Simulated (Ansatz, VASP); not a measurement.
**BaHf in VASP and in Ansatz**

```
Ba Hf
1.0
     3.41066    0.00000    0.00000
    -1.70533    2.95372    0.00000
     0.00000    0.00000    6.16754
Ba Hf
1 1
Direct
  0.00000 0.00000 0.00000
  0.66667 0.33333 0.50000
```

Alike in both runs: functional PBE; k mesh 6 × 6 × 4; occupations gaussian, width 0.1 eV; no spin polarisation.

Ansatz relaxed the structure, and its values are those at the end. VASP's run is a single point on that final structure, the one shown.

|  | VASP | Ansatz |
| --- | --- | --- |
| version | VASP 6.6.1 | Ansatz 0.2.0 |
| potentials or method | VASP PAW PBE potentials, release 64 (Ba_sv, Hf_pv), cutoff 520 eV | scalar-relativistic, plane waves, PAW |
| valence electrons in the cell | 20 | 36 |

|  | VASP | Ansatz | Ansatz less VASP |
| --- | --- | --- | --- |
| gap on the k mesh at the Fermi level (eV) | none | none | - |
| pressure (GPa) | 0.8 | 0.1 | -0.77 |

A gap of «none» marks a metal or a gap that the smearing closes. VASP's potentials hold 20 valence electrons a cell and Ansatz's 36, so a difference there can come from the potentials and not from the codes.

Spin-orbit coupling is off throughout.
